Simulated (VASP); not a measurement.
A run of VASP 6.6.1 is set up as follows.

Contents of INCAR:

```
PREC = Accurate
ENCUT = 520
EDIFF = 1E-7
ISMEAR = 0
SIGMA = 0.05
LREAL = False
LASPH = True
NELM = 60
ALGO = Normal
ISIF = 2
LWAVE = False
LCHARG = True
GGA = PE
LELF = True
LVHAR = True
NBANDS = 35
```

Contents of KPOINTS:

```
regular mesh
0
Gamma
  6 6 6
```

Contents of POSCAR:

```
Al2O3
1.0
    2.3529178629      1.3584577615      4.5660724047
   -2.3529178629      1.3584577615      4.5660724047
    0.0000000000     -2.7169155230      4.5660724047
Al O
4 6
Direct
    0.8445081524      0.8445081524      0.8445081524
    0.6554918476      0.6554918476      0.6554918476
    0.1554918476      0.1554918476      0.1554918476
    0.3445081524      0.3445081524      0.3445081524
    0.0561574040      0.4438425960      0.7500000000
    0.7500000000      0.0561574040      0.4438425960
    0.4438425960      0.7500000000      0.0561574040
    0.9438425960      0.5561574040      0.2500000000
    0.2500000000      0.9438425960      0.5561574040
    0.5561574040      0.2500000000      0.9438425960
```

Potentials or basis: VASP PAW PBE potentials, release 64 (Al, O).

Run with:

```console
$ cat potpaw_PBE.64/Al/POTCAR potpaw_PBE.64/O/POTCAR > POTCAR
$ mpirun -np 1 vasp_std > vasp.out
```

Problem. Estimate the band gap on the k mesh.

Solution. 5.70 eV, direct.

Problem. What does it give for the largest force?

Solution. 1.301 eV/Å.

Problem. Predict the pressure.

Solution. 1.2 GPa.

Stress tensor (GPa, compression positive):
```
  7.92   0.00   0.00
  0.00   7.92   0.00
  0.00   0.00 -12.35
```

Caveat: forces of over 1 eV/Å act on the atoms, so gaps and moduli don't describe the material at rest.
